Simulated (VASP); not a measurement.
Crystal: K2Be2Pt.

```xyz
5
Lattice="4.5184 0.0000 0.0000 0.0000 4.5184 0.0000 0.0000 0.0000 5.2015" Properties=species:S:1:pos:R:3 pbc="T T T"
K     2.2592    0.0000    0.4855
K     0.0000    2.2592    0.4855
Be    0.0000    0.0000    1.5997
Be    2.2592    2.2592    2.6830
Pt    0.0000    0.0000    4.1486
```

The cell was generated, and may not be a known phase.

| Item | Value |
| --- | --- |
| Program | VASP 6.6.1 |
| Task | relaxation of cell and atoms |
| Functional | PBE |
| Potentials or basis | VASP PAW PBE potentials, release 64 (K_sv, Be, Pt_sv_GW) |
| Cutoff | 570 eV |
| k mesh | 4 × 4 × 4 |
| Occupations | gaussian, width 0.1 eV |
| Spin | no spin polarisation |

At the start: pressure 10.7 GPa; volume 21.24 Å³/atom.

Task: Where does the relaxation end?

Result: Over 19 steps the energy falls by 767.4 meV/atom and the volume is 30.43 Å³/atom (+43.3 %); space group P4mm (No. 99, to 0.1 Å) before and after.

The path:
| step | energy change (eV) | largest force (eV/Å) | pressure (GPa) | volume (Å³) |
| --- | --- | --- | --- | --- |
| 1 | 0.0000 | 3.0293 | 10.69 | 106.19 |
| 2 | -2.2750 | 1.3185 | 1.96 | 128.87 |
| 3 | -2.9485 | 0.8758 | 0.18 | 149.40 |
| 4 | -2.9522 | 1.3882 | 0.21 | 152.58 |
| 5 | -3.1799 | 0.7707 | -0.76 | 156.54 |
| 6 | -3.6178 | 0.2024 | -2.61 | 167.51 |
| 7 | -3.7771 | 0.3192 | -1.51 | 160.67 |
| 8 | -3.7835 | 0.4877 | -1.21 | 159.29 |
| 9 | -3.8183 | 0.1845 | -0.66 | 155.60 |
| 10 | -3.8273 | 0.1303 | -0.18 | 152.54 |
| 11 | -3.8291 | 0.0888 | -0.02 | 151.81 |
| 12 | -3.8295 | 0.0869 | 0.09 | 151.30 |
| 13 | -3.8304 | 0.0807 | 0.08 | 151.38 |
| 14 | -3.8329 | 0.0622 | 0.04 | 151.63 |
| 15 | -3.8360 | 0.0567 | -0.02 | 152.12 |
| 16 | -3.8352 | 0.0699 | -0.13 | 153.11 |
| 17 | -3.8367 | 0.0625 | -0.08 | 152.53 |
| 18 | -3.8360 | 0.1273 | 0.12 | 151.45 |
| 19 | -3.8370 | 0.0133 | 0.00 | 152.16 |

Final structure:
```yaml
crystal:
  lattice:
    - [5.93520, 0.00000, 0.00000]
    - [0.00000, 5.93520, 0.00000]
    - [0.00000, 0.00000, 4.31954]
  atoms:
    - { symbol: K, position: [0.50000, 0.00000, 0.06076] }
    - { symbol: K, position: [0.00000, 0.50000, 0.06076] }
    - { symbol: Be, position: [0.00000, 0.00000, 0.30810] }
    - { symbol: Be, position: [0.50000, 0.50000, 0.57283] }
    - { symbol: Pt, position: [0.00000, 0.00000, 0.80517] }
```

Caveat: the volume moved by over 15 % at a fixed basis, so the end points are rough.
